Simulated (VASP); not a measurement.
# SiO2 (Fd-3m) in VASP: a series of runs, part 2 of 2

VASP 6.6.1.

### 3 Relaxation of cell and atoms, r2SCAN

This run uses another cell than the first one, of 16.88 Å³/atom.

Input file POSCAR:

```
SiO2
1.0
    0.0000000000      3.6998570670      3.6998570670
    3.6998570670      0.0000000000      3.6998570670
    3.6998570670      3.6998570670      0.0000000000
Si O
2 4
Direct
    0.5000000000      0.5000000000      0.5000000000
    0.7500000000      0.7500000000      0.7500000000
    0.6250000000      0.6250000000      0.6250000000
    0.1250000000      0.6250000000      0.6250000000
    0.6250000000      0.6250000000      0.1250000000
    0.6250000000      0.1250000000      0.6250000000
```

Input file INCAR.step1:

```
SYSTEM = SiO2
ALGO = Normal
EDIFF = 1E-4
ENCUT = 600
GGA = PE
ISMEAR = 0
LASPH = .TRUE.
LCHARG = .FALSE.
LREAL = .FALSE.
LWAVE = .TRUE.
NELM = 80
PREC = Accurate
SIGMA = 0.02
```

Input file INCAR.step2:

```
SYSTEM = SiO2
ALGO = Normal
EDIFF = 1E-6
EDIFFG = -0.005
ENCUT = 600
IBRION = 2
ISIF = 3
ISMEAR = 0
ISTART = 1
LASPH = .TRUE.
LCHARG = .FALSE.
LMIXTAU = .TRUE.
LREAL = .FALSE.
LWAVE = .FALSE.
METAGGA = R2SCAN
NELM = 80
NSW = 100
PREC = Accurate
SIGMA = 0.02
```

Input file KPOINTS:

```
k-points
0
G
  6 6 6
  0 0 0
```

Potentials or basis: VASP PAW PBE potentials, release 64 (Si, O).

On the command line:

```bash
> cat potpaw_PBE.64/Si/POTCAR potpaw_PBE.64/O/POTCAR > POTCAR
> cp INCAR.step1 INCAR
> mpirun -np 1 vasp_std > vasp.out
> cp INCAR.step2 INCAR
> mpirun -np 1 vasp_std > vasp.out
```

OUTCAR:

```text
SYSTEM = SiO2
   EDIFF = 1E-6
   EDIFFG = -0.005
   ENCUT = 600
   IBRION = 2
   ISIF = 3
   ISMEAR = 0
   ISTART = 1
   LASPH = .TRUE.
   LREAL = .FALSE.
   METAGGA = R2SCAN
   NELM = 80
   NSW = 100
   PREC = Accurate

 ion  position               nearest neighbor table
   1  0.500  0.500  0.500-   3 1.60   4 1.60   5 1.60   6 1.60
   2  0.750  0.750  0.750-   3 1.60   4 1.60   5 1.60   6 1.60
   3  0.625  0.625  0.625-   1 1.60   2 1.60
   4  0.125  0.625  0.625-   1 1.60   2 1.60
   5  0.625  0.625  0.125-   1 1.60   2 1.60
   6  0.625  0.125  0.625-   1 1.60   2 1.60

  LATTYP: Found a face centered cubic cell.
 ALAT       =     7.3997141340

  Lattice vectors:

 A1 = (   0.0000000000,   3.6998570670,   3.6998570670)
 A2 = (   3.6998570670,   0.0000000000,   3.6998570670)
 A3 = (   3.6998570670,   3.6998570670,   0.0000000000)

Analysis of symmetry for initial positions (statically):
=====================================================================
 Subroutine PRICEL returns:
 Original cell was already a primitive cell.

 Routine SETGRP: Setting up the symmetry group for a
 face centered cubic supercell.

 Subroutine GETGRP returns: Found 48 space group operations
 (whereof 24 operations were pure point group operations)
 out of a pool of 48 trial point group operations.

The static configuration has the point symmetry T_d .
 The point group associated with its full space group is O_h .

Analysis of symmetry for dynamics (positions and initial velocities):
=====================================================================
 Subroutine PRICEL returns:
 Original cell was already a primitive cell.

 Routine SETGRP: Setting up the symmetry group for a
 face centered cubic supercell.

 Subroutine GETGRP returns: Found 48 space group operations
 (whereof 24 operations were pure point group operations)
 out of a pool of 48 trial point group operations.

The dynamic configuration has the point symmetry T_d .
 The point group associated with its full space group is O_h .

 Subroutine INISYM returns: Found 48 space group operations
 (whereof 24 operations are pure point group operations),
 and found     1 'primitive' translations

----------------------------------------------------------------------------------------

                                     Primitive cell

  volume of cell :     101.2943

  direct lattice vectors                    reciprocal lattice vectors
     0.000000000  3.699857067  3.699857067    -0.135140356  0.135140356  0.135140356
     3.699857067  0.000000000  3.699857067     0.135140356 -0.135140356  0.135140356
     3.699857067  3.699857067  0.000000000     0.135140356  0.135140356 -0.135140356

  length of vectors
     5.232388043  5.232388043  5.232388043     0.234069962  0.234069962  0.234069962

  position of ions in fractional coordinates (direct lattice)
     0.500000000  0.500000000  0.500000000
     0.750000000  0.750000000  0.750000000
     0.625000000  0.625000000  0.625000000
     0.125000000  0.625000000  0.625000000
     0.625000000  0.625000000  0.125000000
     0.625000000  0.125000000  0.625000000

  ion indices of the primitive-cell ions
[... 36 lines left out ...]
  0.000000  0.000000  0.000000      1.000000
  0.166667  0.000000  0.000000      8.000000
  0.333333  0.000000  0.000000      8.000000
  0.500000  0.000000  0.000000      4.000000
  0.166667  0.166667  0.000000      6.000000
  0.333333  0.166667  0.000000     24.000000
[... 8 lines left out ...]
 -0.333333  0.333333  0.166667     24.000000
 -0.333333  0.500000  0.166667     12.000000
   k-points           NKPTS =     16   k-points in BZ     NKDIM =     16   number of bands    NBANDS=     20
   number of dos      NEDOS =    301   number of ions     NIONS =      6
   total plane-waves  NPLWV =  74088
   dimension x,y,z NGX =    42 NGY =   42 NGZ =   42
   dimension x,y,z NGXF=    84 NGYF=   84 NGZF=   84
   ions per type =               2   4
   NGX,Y,Z   is equivalent  to a cutoff of  13.34, 13.34, 13.34 a.u.
   NGXF,Y,Z  is equivalent  to a cutoff of  26.69, 26.69, 26.69 a.u.
 SYSTEM =  SiO2
   PREC   = accura    normal or accurate (medium, high low for compatibility)
   ISTART =      1    job   : 0-new  1-cont  2-samecut
   ICHARG =      0    charge: 1-file 2-atom 10-const
   ISPIN  =      1    spin polarized calculation?
   LNONCOLLINEAR =      F non collinear calculations
   LSORBIT =      F    spin-orbit coupling
   LASPH  =      T    aspherical Exc in radial PAW
   ENCUT  =  600.0 eV  44.10 Ry    6.64 a.u.  10.45 10.45 10.45*2*pi/ulx,y,z
   NELM   =     80;   NELMIN=  2; NELMDL=  0     # of ELM steps
   EDIFF  = 0.1E-05   stopping-criterion for ELM
   LREAL  =      F    real-space projection
   EDIFFG = -.5E-02   stopping-criterion for IOM
   NSW    =    100    number of steps for IOM
   IBRION =      2    ionic relax: 0-MD 1-quasi-New 2-CG
   NFREE  =      1    steps in history (QN), initial steepest desc. (CG)
   ISIF   =      3    stress and relaxation
   ISYM   =      2    0-nonsym 1-usesym 2-fastsym
   POTIM  = 0.5000    time-step for ionic-motion
   TEBEG  =    0.0;   TEEND  =   0.0 temperature during run
   PSTRESS=    0.0 pullay stress
   NELECT =      32.0000    total number of electrons
   NUPDOWN=      -1.0000    fix difference up-down
   EMIN   =  10.00;   EMAX   =-10.00  energy-range for DOS
   EFERMI =   0.00;   METHOD = LEGACY
   ISMEAR =     0;   SIGMA  =   0.02  broadening in eV -4-tet -1-fermi 0-gaus
   EFERMI_NEDOS =   21; number of points for ismear=-14 and -15
   IALGO  =     38    algorithm
   IMIX   =      4    mixing-type and parameters
     AMIX     =   0.40;   BMIX     =  1.00
     AMIX_MAG =   1.60;   BMIX_MAG =  1.00
  volume/ion in A,a.u.               =      16.88       113.93
  Fermi-wavevector in a.u.,A,eV,Ry     =   1.114970  2.106988 16.914195  1.243158
  Thomas-Fermi vector in A             =   2.251570
   LORBIT       =      0    0 simple, 1 ext, 2 COOP (PROOUT), +10 PAW based schemes
   METAGGA = R2SCAN    functional components
   LHFCALC =     F    Hartree Fock is set to
   AEXX    =    0.0000 exact exchange contribution
   IVDW    =     0    specifies the selected vdW correction
   LEPSILON=     F    determine dielectric tensor
   LRPA    =     F    only Hartree local field effects (RPA)
 conjugate gradient relaxation of ions
 non-spin polarized calculation
 Gauss-broadening in eV      SIGMA  =   0.02
  energy-cutoff  :      600.00
  volume of cell :      101.29
 maximum number of plane-waves:      3402
 NGX is ok and might be reduce to    42
   NGX = 21   NGY = 21   NGZ = 21

 number of electron      31.9999991 magnetization

 Free energy of the ion-electron system (eV)
  ---------------------------------------------------
  ext. energy  EPLUGINS =         0.00000000
  ---------------------------------------------------
  free energy    TOTEN  =       -59.52009987 eV

  energy without entropy =      -59.52009987  energy(sigma->0) =      -59.52009987

 E-fermi :  -1.1583     XC(G=0):  -7.8339

 val. band max:       -1.2635961603   @ k =   0.5000   0.0000   0.0000
 cond. band min:       4.7822803692   @ k =   0.0000   0.0000   0.0000
 fundamental gap:      6.0458765295
 Fermi energy:        -1.1583476862

 k-point     1 :       0.0000    0.0000    0.0000
  band No.  band energies     occupation
      1     -21.7191      2.00000
      2     -19.7124      2.00000
      3     -19.7124      2.00000
      4     -19.7124      2.00000
      5     -11.4886      2.00000
      6      -7.3536      2.00000
[... 357 lines left out ...]
     19       9.3249      0.00000
     20       9.3249      0.00000

------------------------ aborting loop because EDIFF is reached ----------------------------------------

  FORCE on cell =-STRESS in cart. coord.  units (eV):
  Direction    XX          YY          ZZ          XY          YZ          ZX
  --------------------------------------------------------------------------------------
  -------------------------------------------------------------------------------------
  Total       -0.0046126     -0.0046126     -0.0046126      0.0000000     -0.0000000     -0.0000000
  in kB       -0.0729578     -0.0729578     -0.0729578      0.0000000     -0.0000000     -0.0000000
  external PRESSURE =      -0.0729578 kB  Pullay stress =       0.0000000 kB

 VOLUME and BASIS-vectors are now :
 -----------------------------------------------------------------------------
  energy-cutoff  :      600.00
  volume of cell :      101.29
      direct lattice vectors                 reciprocal lattice vectors
     0.000000000  3.699857067  3.699857067    -0.135140356  0.135140356  0.135140356
     3.699857067  0.000000000  3.699857067     0.135140356 -0.135140356  0.135140356
     3.699857067  3.699857067  0.000000000     0.135140356  0.135140356 -0.135140356

 POSITION                                       TOTAL-FORCE (eV/Angst)
 -----------------------------------------------------------------------------------
      3.69986      3.69986      3.69986         0.000000      0.000000      0.000000
      5.54979      5.54979      5.54979        -0.000000     -0.000000     -0.000000
      4.62482      4.62482      4.62482        -0.000000     -0.000000      0.000000
      4.62482      2.77489      2.77489        -0.000000     -0.000000      0.000000
      2.77489      2.77489      4.62482        -0.000000     -0.000000      0.000000
      2.77489      4.62482      2.77489        -0.000000     -0.000000      0.000000
 -----------------------------------------------------------------------------------
    total drift:                                0.000000      0.000000      0.000000

  FREE ENERGIE OF THE ION-ELECTRON SYSTEM (eV)
  ---------------------------------------------------
  free  energy   TOTEN  =       -59.5200998673 eV

  energy  without entropy=      -59.5200998673  energy(sigma->0) =      -59.52009987

 reached required accuracy - stopping structural energy minimisation
```

Wall time 5 min (1 thread of Intel Xeon 8259CL, shared host); peak memory 0.28 GiB.

Results:

- Free energy: -59.5201 eV
- Pressure after relaxing: 0.0 GPa
- Band gap on the k mesh: 6.05 eV (least direct gap 6.05 eV)

Final structure:
```
Si O
1.0
     0.00000    3.69986    3.69986
     3.69986    0.00000    3.69986
     3.69986    3.69986    0.00000
Si O
2 4
Direct
  0.50000 0.50000 0.50000
  0.75000 0.75000 0.75000
  0.62500 0.62500 0.62500
  0.12500 0.62500 0.62500
  0.62500 0.62500 0.12500
  0.62500 0.12500 0.62500
```

Caveat: the relaxation stopped at its first step, so nothing moved; the PAW data sets were made with another functional, which shifts forces and pressure a little. r2SCAN opens gaps a little over a GGA but as a rule still falls short of measured ones.
